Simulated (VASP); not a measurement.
# H10CO6: single point with PBE

The system is H10CO6.

```xyz
17
Lattice="6.1963 0.0000 0.0000 0.0000 6.1963 0.0000 0.0000 0.0000 6.1963" Properties=species:S:1:pos:R:3 pbc="T T T"
O     1.2028    2.3023    5.6034
O     4.6201    2.5794    2.7443
O     0.8721    0.2286    4.2861
O     1.8064    3.8904    3.3833
O     5.0423   -0.7031    5.7252
O     3.9887    1.1147    4.9657
H     1.6033    2.9963    5.0282
H     0.2588    2.4593    5.6409
H     4.6548    2.0689    3.5952
H     5.4599    3.1198    2.7606
H     1.1973    1.0753    4.6964
H     0.7694    0.3989    3.2973
H     2.7138    3.7134    3.2043
H     1.7231    4.8325    3.7196
H     5.8214   -0.4743    5.0816
H     3.2147    0.0575    6.5088
C     4.0850    0.2026    5.7224
```

```
Program             : VASP 6.6.1
Task                : single point
Functional          : PBE
Potentials or basis : VASP PAW PBE potentials, release 64 (O_h, H_h, C_h)
Cutoff              : 910 eV
k mesh              : 1 × 1 × 1
Occupations         : fermi-dirac, width 0.05 eV
Spin                : no spin polarisation
```

```json
{"Pressure": "0.0 GPa", "Largest force": "2.902 eV/Å", "Band gap on the k mesh": "4.87 eV"}
```

Forces on the atoms (eV/Å):
```
O    0.817 -0.025  0.423
O    1.096  0.596  0.447
O   -0.288 -1.423 -2.513
O   -1.902  1.148  0.964
O    0.453 -0.594  0.422
O   -0.041  2.169 -1.551
H   -0.292  0.101 -0.241
H   -0.600  0.445  0.065
H   -0.213  0.134 -0.465
H   -0.949 -0.629 -0.126
H    0.067  0.621  0.527
H    0.007 -0.070  1.581
H    1.863 -0.280 -0.497
H    0.279 -0.851 -0.300
H   -0.635  0.499  0.234
H    1.590 -0.291 -0.840
C   -1.253 -1.549  1.869
```

Stress tensor (GPa, compression positive):
```
-1.05 -0.41  0.97
-0.41  1.83 -0.83
 0.97 -0.83 -0.91
```

Levels at points of the mesh, in eV from the valence-band top:
| k point | band 21 | band 22 | band 23 | band 24 | band 25 | band 26 | band 27 | band 28 | band 29 | band 30 |
| --- | --- | --- | --- | --- | --- | --- | --- | --- | --- | --- |
| (0.00, 0.00, 0.00) | -1.14 | -0.85 | -0.59 | -0.19 | 0.00 | 4.87 | 5.52 | 7.33 | 8.10 | 8.31 |

It took 64 s on 1 thread of Intel(R) Xeon(R) Platinum 8375C CPU @ 2.90GHz (Ice Lake), with other jobs on the host, peak memory 0.53 GiB.

Caveat: the k points lie up to 1.01 Å⁻¹ apart; the cutoff is under 1.25 times the usual one of these potentials, so pressure, stress and relaxed cells hold a basis-set (Pulay) error.
